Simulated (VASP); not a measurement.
# ZnO (R-3m) in VASP: single point with r2SCAN

Aim: the single point of ZnO with r2SCAN.

Everything below comes from runs of VASP 6.6.1. Logs are shortened: lines on timing, memory, paths and dates and some standing lists are left out, and cuts for length are marked.

### 1 The cell of the first run

The structure is trigonal, space group R-3m (No. 166). The conventional cell has a = 2.929 Å, b = 2.929 Å, c = 7.568 Å, α = 90.00°, β = 90.00°, γ = 120.00°. Within 2.8 Å of Zn (site symmetry -3m) lie 6 O at 2.11 Å. Within 2.8 Å of O (site symmetry -3m) lie 6 Zn at 2.11 Å.

### 2 Single point, r2SCAN (epitaxial 111 strain -2.9%)

Contents of POSCAR:

```
ZnO
1.0
    0.0754600268      2.1469243276      2.1469243276
    2.1469243276      0.0754600268      2.1469243276
    2.1469243276      2.1469243276      0.0754600268
Zn O
1 1
Direct
    0.0000000000      0.0000000000      0.0000000000
    0.5000000000      0.5000000000      0.5000000000
```

Contents of INCAR.step1:

```
PREC     = Accurate       # precision mode
ENCUT    = 520            # plane-wave cutoff, eV
ISMEAR   = 0              # smearing method
SIGMA    = 0.01           # smearing width, eV
LREAL    = F              # projectors in reciprocal space
LASPH    = T              # aspherical terms in the spheres
NELM     = 80             # most SCF steps
NBANDS   = 16             # bands
GGA      = PE             # functional
ALGO     = Normal         # electronic algorithm
EDIFF    = 1E-4           # SCF threshold, eV
LWAVE    = T              # write WAVECAR
LCHARG   = F              # write CHGCAR
```

Contents of INCAR.step2:

```
PREC     = Accurate       # precision mode
ENCUT    = 520            # plane-wave cutoff, eV
EDIFF    = 1E-6           # SCF threshold, eV
ISMEAR   = 0              # smearing method
SIGMA    = 0.01           # smearing width, eV
LREAL    = F              # projectors in reciprocal space
LASPH    = T              # aspherical terms in the spheres
NELM     = 80             # most SCF steps
ALGO     = Normal         # electronic algorithm
ISIF     = 2              # what is computed and relaxed
LWAVE    = F              # write WAVECAR
LCHARG   = F              # write CHGCAR
METAGGA  = R2SCAN         # meta-GGA
LMIXTAU  = T            
NBANDS   = 16             # bands
ISTART   = 1
```

Contents of KPOINTS:

```
regular mesh
0
Gamma
  10 10 10
```

Potentials or basis: VASP PAW PBE potentials, release 64 (Zn, O).

The run is started by

```sh
> cat potpaw_PBE.64/Zn/POTCAR potpaw_PBE.64/O/POTCAR > POTCAR
> cp INCAR.step1 INCAR
> mpirun -np 1 vasp_std > vasp.out
> cp INCAR.step2 INCAR
> mpirun -np 1 vasp_std > vasp.out
```

OUTCAR:

```text
PREC = Accurate
   ENCUT = 520
   EDIFF = 1E-6
   ISMEAR = 0
   LREAL = F
   LASPH = T
   NELM = 80
   ISIF = 2
   METAGGA = R2SCAN
   ISTART = 1

 ion  position               nearest neighbor table
   1  0.000  0.000  0.000-   2 2.11   2 2.11   2 2.11   2 2.11   2 2.11   2 2.11
   2  0.500  0.500  0.500-   1 2.11   1 2.11   1 2.11   1 2.11   1 2.11   1 2.11

  LATTYP: Found a trigonal (rhomboedric) cell.
 ALAT       =     3.0371470746
 COS(alpha) =     0.5348176162

  Lattice vectors:

 A1 = (   0.0754600268,   2.1469243276,   2.1469243276)
 A2 = (   2.1469243276,   0.0754600268,   2.1469243276)
 A3 = (   2.1469243276,   2.1469243276,   0.0754600268)

Analysis of symmetry for initial positions (statically):
=====================================================================
 Subroutine PRICEL returns:
 Original cell was already a primitive cell.

 Routine SETGRP: Setting up the symmetry group for a
 trigonal (rhombohedral) supercell.

 Subroutine GETGRP returns: Found 12 space group operations
 (whereof 12 operations were pure point group operations)
 out of a pool of 12 trial point group operations.

The static configuration has the point symmetry D_3d.

Analysis of symmetry for dynamics (positions and initial velocities):
=====================================================================
 Subroutine PRICEL returns:
 Original cell was already a primitive cell.

 Routine SETGRP: Setting up the symmetry group for a
 trigonal (rhombohedral) supercell.

 Subroutine GETGRP returns: Found 12 space group operations
 (whereof 12 operations were pure point group operations)
 out of a pool of 12 trial point group operations.

The dynamic configuration has the point symmetry D_3d.

 Subroutine INISYM returns: Found 12 space group operations
 (whereof 12 operations are pure point group operations),
 and found     1 'primitive' translations

----------------------------------------------------------------------------------------

                                     Primitive cell

  volume of cell :      18.7485

  direct lattice vectors                    reciprocal lattice vectors
     0.075460027  2.146924328  2.146924328    -0.245543810  0.237206484  0.237206484
     2.146924328  0.075460027  2.146924328     0.237206484 -0.245543810  0.237206484
     2.146924328  2.146924328  0.075460027     0.237206484  0.237206484 -0.245543810

[... 75 lines left out ...]
   ISTART =      1    job   : 0-new  1-cont  2-samecut
   ICHARG =      0    charge: 1-file 2-atom 10-const
   ISPIN  =      1    spin polarized calculation?
   LNONCOLLINEAR =      F non collinear calculations
   LSORBIT =      F    spin-orbit coupling
   LASPH  =      T    aspherical Exc in radial PAW
   ENCUT  =  520.0 eV  38.22 Ry    6.18 a.u.   5.65  5.65  5.65*2*pi/ulx,y,z
   NELM   =     80;   NELMIN=  2; NELMDL=  0     # of ELM steps
   EDIFF  = 0.1E-05   stopping-criterion for ELM
   LREAL  =      F    real-space projection
   EDIFFG = 0.1E-04   stopping-criterion for IOM
   NSW    =      0    number of steps for IOM
   IBRION =     -1    ionic relax: 0-MD 1-quasi-New 2-CG
   NFREE  =      0    steps in history (QN), initial steepest desc. (CG)
   ISIF   =      2    stress and relaxation
   ISYM   =      2    0-nonsym 1-usesym 2-fastsym
   POTIM  = 0.5000    time-step for ionic-motion
   TEBEG  =    0.0;   TEEND  =   0.0 temperature during run
   PSTRESS=    0.0 pullay stress
   NELECT =      18.0000    total number of electrons
   NUPDOWN=      -1.0000    fix difference up-down
   EMIN   =  10.00;   EMAX   =-10.00  energy-range for DOS
   EFERMI =   0.00;   METHOD = LEGACY
   ISMEAR =     0;   SIGMA  =   0.01  broadening in eV -4-tet -1-fermi 0-gaus
   EFERMI_NEDOS =   21; number of points for ismear=-14 and -15
   IALGO  =     38    algorithm
   IMIX   =      4    mixing-type and parameters
     AMIX     =   0.40;   BMIX     =  1.00
     AMIX_MAG =   1.60;   BMIX_MAG =  1.00
  volume/ion in A,a.u.               =       9.37        63.26
  Fermi-wavevector in a.u.,A,eV,Ry     =   1.615015  3.051935 35.487697  2.608272
  Thomas-Fermi vector in A             =   2.709830
   LORBIT       =      0    0 simple, 1 ext, 2 COOP (PROOUT), +10 PAW based schemes
   METAGGA = R2SCAN    functional components
   LHFCALC =     F    Hartree Fock is set to
   AEXX    =    0.0000 exact exchange contribution
   IVDW    =     0    specifies the selected vdW correction
   LEPSILON=     F    determine dielectric tensor
   LRPA    =     F    only Hartree local field effects (RPA)
 non-spin polarized calculation
 Gauss-broadening in eV      SIGMA  =   0.01
  energy-cutoff  :      520.00
  volume of cell :       18.75
 maximum number of plane-waves:       537
   NGX = 11   NGY = 11   NGZ = 11

 number of electron      18.0000001 magnetization

 Free energy of the ion-electron system (eV)
  ---------------------------------------------------
  ext. energy  EPLUGINS =         0.00000000
  ---------------------------------------------------
  free energy    TOTEN  =       -17.90638422 eV

  energy without entropy =      -17.90638422  energy(sigma->0) =      -17.90638422

 E-fermi :   2.9637     XC(G=0): -13.3561

 val. band max:        2.8857106213   @ k =   0.5000   0.5000   0.5000
 cond. band min:       4.5365283575   @ k =   0.0000   0.0000   0.0000
 fundamental gap:      1.6508177362
 Fermi energy:         2.9636712456

 k-point     1 :       0.0000    0.0000    0.0000
  band No.  band energies     occupation
      1     -17.1085      2.00000
      2      -2.2091      2.00000
      3      -2.1490      2.00000
      4      -2.1490      2.00000
      5      -1.9355      2.00000
      6      -1.9355      2.00000
[... 433 lines left out ...]
      3      -2.5928      2.00000
      4      -2.2370      2.00000
      5      -1.9053      2.00000
      6      -1.6824      2.00000
[... 8 lines left out ...]
     15      31.8899      0.00000
     16      32.3916      0.00000

 [... further k-points ...]
[... 5 lines left out ...]
  --------------------------------------------------------------------------------------
  -------------------------------------------------------------------------------------
  Total        1.0284194      1.0284194      1.0284194     -0.4162693     -0.4162693     -0.4162693
  in kB       87.8846857     87.8846857     87.8846857    -35.5727443    -35.5727443    -35.5727443
  external PRESSURE =      87.8846857 kB  Pullay stress =       0.0000000 kB

 VOLUME and BASIS-vectors are now :
 -----------------------------------------------------------------------------
  energy-cutoff  :      520.00
  volume of cell :       18.75
      direct lattice vectors                 reciprocal lattice vectors
     0.075460027  2.146924328  2.146924328    -0.245543810  0.237206484  0.237206484
     2.146924328  0.075460027  2.146924328     0.237206484 -0.245543810  0.237206484
     2.146924328  2.146924328  0.075460027     0.237206484  0.237206484 -0.245543810

 POSITION                                       TOTAL-FORCE (eV/Angst)
 -----------------------------------------------------------------------------------
      0.00000      0.00000      0.00000        -0.000000      0.000000     -0.000000
      2.18465      2.18465      2.18465         0.000000     -0.000000      0.000000
 -----------------------------------------------------------------------------------
    total drift:                                0.000000     -0.000000     -0.000000

  FREE ENERGIE OF THE ION-ELECTRON SYSTEM (eV)
  ---------------------------------------------------
  free  energy   TOTEN  =       -17.9063842192 eV

  energy  without entropy=      -17.9063842192  energy(sigma->0) =      -17.90638422
```

OUTCAR.step1:

```text
PREC = Accurate
   ENCUT = 520
   ISMEAR = 0
   LREAL = F
   LASPH = T
[... 677 lines left out ...]
 -----------------------------------------------------------------------------------
      0.00000      0.00000      0.00000         0.000000     -0.000000      0.000000
      2.18465      2.18465      2.18465        -0.000000      0.000000     -0.000000
 -----------------------------------------------------------------------------------
    total drift:                                0.000000     -0.000000     -0.000000

  FREE ENERGIE OF THE ION-ELECTRON SYSTEM (eV)
  ---------------------------------------------------
  free  energy   TOTEN  =        -8.5293128325 eV

  energy  without entropy=       -8.5293128325  energy(sigma->0) =       -8.52931283
```

OSZICAR.step1:

```text
N       E                     dE             d eps       ncg     rms          rms(c)
DAV:   1     0.897880142691E+02    0.89788E+02   -0.96804E+03  3928   0.175E+03
DAV:   2    -0.577215211504E+01   -0.95560E+02   -0.87358E+02  4072   0.299E+02
DAV:   3    -0.100039858869E+02   -0.42318E+01   -0.42162E+01  4392   0.630E+01
DAV:   4    -0.100216626471E+02   -0.17677E-01   -0.17676E-01  4432   0.405E+00
DAV:   5    -0.100217139455E+02   -0.51298E-04   -0.51298E-04  4528   0.208E-01    0.998E+00
DAV:   6    -0.854150085036E+01    0.14802E+01   -0.26323E+00  5528   0.492E+01    0.689E+00
DAV:   7    -0.854434868061E+01   -0.28478E-02   -0.51215E-01  4344   0.112E+01    0.384E+00
DAV:   8    -0.853157838316E+01    0.12770E-01   -0.53882E-02  3960   0.221E+00    0.620E-01
DAV:   9    -0.852919315649E+01    0.23852E-02   -0.50005E-03  5664   0.146E+00    0.688E-02
DAV:  10    -0.852929399461E+01   -0.10084E-03   -0.84941E-04  3840   0.262E-01    0.367E-02
DAV:  11    -0.852931283250E+01   -0.18838E-04   -0.20993E-05  2088   0.746E-02
   1 F= -.85293128E+01 E0= -.85293128E+01  d E =-.522992E-29
```

It took 62 s on 1 thread of Intel Xeon Platinum 8488C (Sapphire Rapids), shared host; peak memory 0.16 GiB.

Results:

```yaml
Free_energy: -17.9064 eV
Pressure: 8.8 GPa
Band_gap_on_the_k_mesh: 1.65 eV, indirect (least direct gap 3.11 eV)
```

Levels at points of the mesh, in eV from the valence-band top:
| k point | band 6 | band 7 | band 8 | band 9 | band 10 | band 11 | band 12 | band 13 |
| --- | --- | --- | --- | --- | --- | --- | --- | --- |
| (0.00, 0.00, 0.00) | -4.82 | -1.92 | -1.46 | -1.46 | 1.65 | 18.02 | 19.10 | 19.55 |
| (0.50, 0.00, 0.00) | -4.56 | -3.67 | -0.07 | -0.05 | 6.02 | 10.49 | 13.45 | 14.00 |
| (0.50, 0.50, 0.00) | -4.46 | -4.14 | -3.37 | -2.91 | 5.13 | 11.81 | 12.04 | 16.79 |
| (0.50, 0.50, 0.50) | -4.62 | -3.87 | 0.00 | 0.00 | 6.65 | 9.84 | 14.75 | 14.75 |

Caveat: the cell differs from its parent crystal (epitaxial 111 strain -2.9%); the PAW data sets were made with another functional, which shifts forces and pressure a little.
